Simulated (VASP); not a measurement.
# Al3GaSb4 (P-43m) in VASP: notebook

Runs on Al3GaSb4. Level: PBEsol. Tasks: single point.

Program: VASP 6.6.1. These are calculated values, not measurements. Logs are shortened: lines on timing, memory, paths and dates and some standing lists are left out, and cuts for length are marked.

## (1) The cell of the first run

The structure is cubic, space group P-43m (No. 215). Conventional cell: a = 6.129 Å, b = 6.129 Å, c = 6.129 Å, α = 90.00°, β = 90.00°, γ = 90.00°. Al (site symmetry -42m) has 4 Sb at 2.66 Å within 3.5 Å. Ga (site symmetry -43m) has 4 Sb at 2.65 Å within 3.5 Å. Within 3.5 Å of Sb (site symmetry 3m) lie 1 Ga at 2.65 Å and 3 Al at 2.66 Å.

## (2) Single point, PBEsol

The input, INCAR:

```
SYSTEM = Al3GaSb4
ALGO = Normal
EDIFF = 1E-6
ENCUT = 520
GGA = PS
ISIF = 2
ISMEAR = 0
LASPH = .True.
LCHARG = .True.
LELF = .True.
LREAL = .False.
LVHAR = .True.
LWAVE = .False.
NBANDS = 31
NELM = 100
PREC = Accurate
SIGMA = 0.1
```

The input, KPOINTS:

```
k-points
0
Gamma
  4 4 4
  0 0 0
```

The input, POSCAR:

```
Al3GaSb4
1.0
    6.1286701630      0.0000000000      0.0000000000
    0.0000000000      6.1286701630      0.0000000000
    0.0000000000      0.0000000000      6.1286701630
Al Ga Sb
3 1 4
Direct
    0.5000000000      0.5000000000      0.0000000000
    0.5000000000      0.0000000000      0.5000000000
    0.0000000000      0.5000000000      0.5000000000
    0.0000000000      0.0000000000      0.0000000000
    0.7506005846      0.7506005846      0.2493994154
    0.7506005846      0.2493994154      0.7506005846
    0.2493994154      0.7506005846      0.7506005846
    0.2493994154      0.2493994154      0.2493994154
```

Potentials or basis: VASP PAW PBE potentials, release 64 (Al, Ga_d, Sb).

The run is started by

```
> cat potpaw_PBE.64/Al/POTCAR potpaw_PBE.64/Ga_d/POTCAR potpaw_PBE.64/Sb/POTCAR > POTCAR
> mpirun -np 1 vasp_std > vasp.out
```

OUTCAR:

```text
SYSTEM = Al3GaSb4
   EDIFF = 1E-6
   ENCUT = 520
   GGA = PS
   ISIF = 2
   ISMEAR = 0
   LASPH = .True.
   LREAL = .False.
   NELM = 100
   PREC = Accurate

 ion  position               nearest neighbor table
   1  0.500  0.500  0.000-   5 2.66   6 2.66   7 2.66   8 2.66
   2  0.500  0.000  0.500-   5 2.66   6 2.66   7 2.66   8 2.66
   3  0.000  0.500  0.500-   5 2.66   6 2.66   7 2.66   8 2.66
   4  0.000  0.000  0.000-   5 2.65   6 2.65   7 2.65   8 2.65
   5  0.751  0.751  0.249-   4 2.65   2 2.66   3 2.66   1 2.66
   6  0.751  0.249  0.751-   4 2.65   2 2.66   3 2.66   1 2.66
   7  0.249  0.751  0.751-   4 2.65   2 2.66   3 2.66   1 2.66
   8  0.249  0.249  0.249-   4 2.65   2 2.66   3 2.66   1 2.66

  LATTYP: Found a simple cubic cell.
 ALAT       =     6.1286701630

  Lattice vectors:

 A1 = (   6.1286701630,   0.0000000000,   0.0000000000)
 A2 = (   0.0000000000,   6.1286701630,   0.0000000000)
 A3 = (   0.0000000000,   0.0000000000,   6.1286701630)

Analysis of symmetry for initial positions (statically):
=====================================================================
 Subroutine PRICEL returns:
 Original cell was already a primitive cell.

 Routine SETGRP: Setting up the symmetry group for a
 simple cubic supercell.

 Subroutine GETGRP returns: Found 24 space group operations
 (whereof 24 operations were pure point group operations)
 out of a pool of 48 trial point group operations.

The static configuration has the point symmetry T_d .

Analysis of symmetry for dynamics (positions and initial velocities):
=====================================================================
 Subroutine PRICEL returns:
 Original cell was already a primitive cell.

 Routine SETGRP: Setting up the symmetry group for a
 simple cubic supercell.

 Subroutine GETGRP returns: Found 24 space group operations
 (whereof 24 operations were pure point group operations)
 out of a pool of 48 trial point group operations.

The dynamic configuration has the point symmetry T_d .

 Subroutine INISYM returns: Found 24 space group operations
 (whereof 24 operations are pure point group operations),
 and found     1 'primitive' translations

----------------------------------------------------------------------------------------

                                     Primitive cell

  volume of cell :     230.1965

  direct lattice vectors                    reciprocal lattice vectors
     6.128670163  0.000000000  0.000000000     0.163167534  0.000000000  0.000000000
     0.000000000  6.128670163  0.000000000     0.000000000  0.163167534  0.000000000
     0.000000000  0.000000000  6.128670163     0.000000000  0.000000000  0.163167534

  length of vectors
     6.128670163  6.128670163  6.128670163     0.163167534  0.163167534  0.163167534

  position of ions in fractional coordinates (direct lattice)
     0.500000000  0.500000000  0.000000000
     0.500000000  0.000000000  0.500000000
     0.000000000  0.500000000  0.500000000
     0.000000000  0.000000000  0.000000000
     0.750600585  0.750600585  0.249399415
     0.750600585  0.249399415  0.750600585
     0.249399415  0.750600585  0.750600585
     0.249399415  0.249399415  0.249399415

  ion indices of the primitive-cell ions
   primitive index   ion index
                 1           1
                 2           2
                 3           3
                 4           4
                 5           5
                 6           6
                 7           7
                 8           8

----------------------------------------------------------------------------------------

 KPOINTS: k-points

Automatic generation of k-mesh.
 Grid dimensions read from file:
 generate k-points for:    4    4    4

 Generating k-lattice:

  Cartesian coordinates                     Fractional coordinates (reciprocal lattice)
     0.040791884  0.000000000  0.000000000     0.250000000  0.000000000  0.000000000
     0.000000000  0.040791884  0.000000000     0.000000000  0.250000000  0.000000000
     0.000000000  0.000000000  0.040791884     0.000000000  0.000000000  0.250000000

  Length of vectors
     0.040791884  0.040791884  0.040791884

  Shift w.r.t. Gamma in fractional coordinates (k-lattice)
     0.000000000  0.000000000  0.000000000

 Subroutine IBZKPT returns following result:
 ===========================================

 Found     10 irreducible k-points:

 Following reciprocal coordinates:
            Coordinates               Weight
  0.000000  0.000000  0.000000      1.000000
  0.250000  0.000000  0.000000      6.000000
  0.500000  0.000000  0.000000      3.000000
  0.250000  0.250000  0.000000     12.000000
  0.500000  0.250000  0.000000     12.000000
  0.500000  0.500000  0.000000      3.000000
  0.250000  0.250000  0.250000      8.000000
  0.500000  0.250000  0.250000     12.000000
  0.500000  0.500000  0.250000      6.000000
  0.500000  0.500000  0.500000      1.000000
   k-points           NKPTS =     10   k-points in BZ     NKDIM =     10   number of bands    NBANDS=     31
   number of dos      NEDOS =    301   number of ions     NIONS =      8
   total plane-waves  NPLWV = 110592
   dimension x,y,z NGX =    48 NGY =   48 NGZ =   48
   dimension x,y,z NGXF=    96 NGYF=   96 NGZF=   96
   ions per type =               3   1   4
   NGX,Y,Z   is equivalent  to a cutoff of  13.02, 13.02, 13.02 a.u.
   NGXF,Y,Z  is equivalent  to a cutoff of  26.04, 26.04, 26.04 a.u.
 SYSTEM =  Al3GaSb4
   PREC   = accura    normal or accurate (medium, high low for compatibility)
   ISTART =      0    job   : 0-new  1-cont  2-samecut
   ICHARG =      2    charge: 1-file 2-atom 10-const
   ISPIN  =      1    spin polarized calculation?
   LNONCOLLINEAR =      F non collinear calculations
   LSORBIT =      F    spin-orbit coupling
   LASPH  =      T    aspherical Exc in radial PAW
   ENCUT  =  520.0 eV  38.22 Ry    6.18 a.u.  11.40 11.40 11.40*2*pi/ulx,y,z
   NELM   =    100;   NELMIN=  2; NELMDL= -5     # of ELM steps
   EDIFF  = 0.1E-05   stopping-criterion for ELM
   LREAL  =      F    real-space projection
   EDIFFG = 0.1E-04   stopping-criterion for IOM
   NSW    =      0    number of steps for IOM
   IBRION =     -1    ionic relax: 0-MD 1-quasi-New 2-CG
   NFREE  =      0    steps in history (QN), initial steepest desc. (CG)
   ISIF   =      2    stress and relaxation
   ISYM   =      2    0-nonsym 1-usesym 2-fastsym
   POTIM  = 0.5000    time-step for ionic-motion
   TEBEG  =    0.0;   TEEND  =   0.0 temperature during run
   PSTRESS=    0.0 pullay stress
   NELECT =      42.0000    total number of electrons
   NUPDOWN=      -1.0000    fix difference up-down
   EMIN   =  10.00;   EMAX   =-10.00  energy-range for DOS
   EFERMI =   0.00;   METHOD = LEGACY
   ISMEAR =     0;   SIGMA  =   0.10  broadening in eV -4-tet -1-fermi 0-gaus
   EFERMI_NEDOS =   21; number of points for ismear=-14 and -15
   IALGO  =     38    algorithm
   IMIX   =      4    mixing-type and parameters
     AMIX     =   0.40;   BMIX     =  1.00
     AMIX_MAG =   1.60;   BMIX_MAG =  1.00
  volume/ion in A,a.u.               =      28.77       194.18
  Fermi-wavevector in a.u.,A,eV,Ry     =   0.928521  1.754650 11.730277  0.862151
  Thomas-Fermi vector in A             =   2.054706
   LORBIT       =      0    0 simple, 1 ext, 2 COOP (PROOUT), +10 PAW based schemes
   GGA     = PS    functional components
   LHFCALC =     F    Hartree Fock is set to
   AEXX    =    0.0000 exact exchange contribution
   IVDW    =     0    specifies the selected vdW correction
   LEPSILON=     F    determine dielectric tensor
   LRPA    =     F    only Hartree local field effects (RPA)
 non-spin polarized calculation
 Gauss-broadening in eV      SIGMA  =   0.10
  energy-cutoff  :      520.00
  volume of cell :      230.20
 maximum number of plane-waves:      6217
 NGX is ok and might be reduce to    48
   NGX = 23   NGY = 23   NGZ = 23

 number of electron      42.0000009 magnetization

 Free energy of the ion-electron system (eV)
  ---------------------------------------------------
  ext. energy  EPLUGINS =         0.00000000
  ---------------------------------------------------
  free energy    TOTEN  =       -34.71439772 eV

  energy without entropy =      -34.71437483  energy(sigma->0) =      -34.71438628

 E-fermi :   4.9558     XC(G=0):  -8.9222

 val. band max:        4.7234248262   @ k =   0.0000   0.0000   0.0000
 cond. band min:       5.1652985380   @ k =   0.5000   0.5000   0.5000
 fundamental gap:      0.4418737118
 Fermi energy:         4.9557884433

 k-point     1 :       0.0000    0.0000    0.0000
  band No.  band energies     occupation
      1     -10.0635      2.00000
      2     -10.0635      2.00000
      3     -10.0635      2.00000
      4     -10.0171      2.00000
      5     -10.0171      2.00000
      6      -6.2320      2.00000
[... 23 lines left out ...]
     30       7.7391      0.00000
     31       7.7391      0.00000

 k-point     2 :       0.2500    0.0000    0.0000
  band No.  band energies     occupation
      1     -10.0637      2.00000
      2     -10.0637      2.00000
      3     -10.0637      2.00000
      4     -10.0171      2.00000
      5     -10.0169      2.00000
      6      -6.0349      2.00000
[... 23 lines left out ...]
     30       8.5940      0.00000
     31       8.5940      0.00000

 k-point     3 :       0.5000    0.0000    0.0000
  band No.  band energies     occupation
      1     -10.0639      2.00000
      2     -10.0639      2.00000
      3     -10.0639      2.00000
      4     -10.0171      2.00000
      5     -10.0168      2.00000
      6      -5.5457      2.00000
[... 227 lines left out ...]
     30       8.7340      0.00000
     31       8.7856      0.00000

 k-point    10 :       0.5000    0.5000    0.5000
  band No.  band energies     occupation
      1     -10.0647      2.00000
      2     -10.0647      2.00000
      3     -10.0647      2.00000
      4     -10.0165      2.00000
      5     -10.0165      2.00000
      6      -4.9398      2.00000
[... 23 lines left out ...]
     30       8.3995      0.00000
     31       8.3996      0.00000

------------------------ aborting loop because EDIFF is reached ----------------------------------------

  FORCE on cell =-STRESS in cart. coord.  units (eV):
  Direction    XX          YY          ZZ          XY          YZ          ZX
  --------------------------------------------------------------------------------------
  -------------------------------------------------------------------------------------
  Total        1.0547008      1.0547008      1.0547008      0.0000000      0.0000000     -0.0000000
  in kB        7.3407613      7.3407613      7.3407613      0.0000000      0.0000000     -0.0000000
  external PRESSURE =       7.3407613 kB  Pullay stress =       0.0000000 kB

 VOLUME and BASIS-vectors are now :
 -----------------------------------------------------------------------------
  energy-cutoff  :      520.00
  volume of cell :      230.20
      direct lattice vectors                 reciprocal lattice vectors
     6.128670163  0.000000000  0.000000000     0.163167534  0.000000000  0.000000000
     0.000000000  6.128670163  0.000000000     0.000000000  0.163167534  0.000000000
     0.000000000  0.000000000  6.128670163     0.000000000  0.000000000  0.163167534

 POSITION                                       TOTAL-FORCE (eV/Angst)
 -----------------------------------------------------------------------------------
      3.06434      3.06434      0.00000        -0.000000     -0.000000     -0.000000
      3.06434      0.00000      3.06434         0.000000      0.000000      0.000000
      0.00000      3.06434      3.06434        -0.000000     -0.000000      0.000000
      0.00000      0.00000      0.00000         0.000000      0.000000      0.000000
      4.60018      4.60018      1.52849         0.015079      0.015079     -0.015079
      4.60018      1.52849      4.60018         0.015079     -0.015079      0.015079
      1.52849      4.60018      4.60018        -0.015079      0.015079      0.015079
      1.52849      1.52849      1.52849        -0.015079     -0.015079     -0.015079
 -----------------------------------------------------------------------------------
    total drift:                                0.000000      0.000000      0.000000

  FREE ENERGIE OF THE ION-ELECTRON SYSTEM (eV)
  ---------------------------------------------------
  free  energy   TOTEN  =       -34.7143977249 eV

  energy  without entropy=      -34.7143748338  energy(sigma->0) =      -34.71438628
```

Run time: 86 s. Hardware: 1 thread of Intel Xeon 6975P-C, shared host; peak memory 0.36 GiB.

Results:

```
Free energy            : -34.7144 eV
Pressure               : 0.7 GPa
Largest force          : 0.026 eV/Å
Band gap on the k mesh : 0.44 eV, indirect (least direct gap 0.67 eV)
```

Forces on the atoms (eV/Å):
```
Al   0.000  0.000  0.000
Al   0.000  0.000  0.000
Al   0.000  0.000  0.000
Ga   0.000  0.000  0.000
Sb   0.015  0.015 -0.015
Sb   0.015 -0.015  0.015
Sb  -0.015  0.015  0.015
Sb  -0.015 -0.015 -0.015
```

Caveat: the PAW data sets were made with another functional, which shifts forces and pressure a little; spin-orbit coupling is left out, which moves the levels of the heavy elements. A k mesh can miss the band edges.

[end of part 1 of 2]
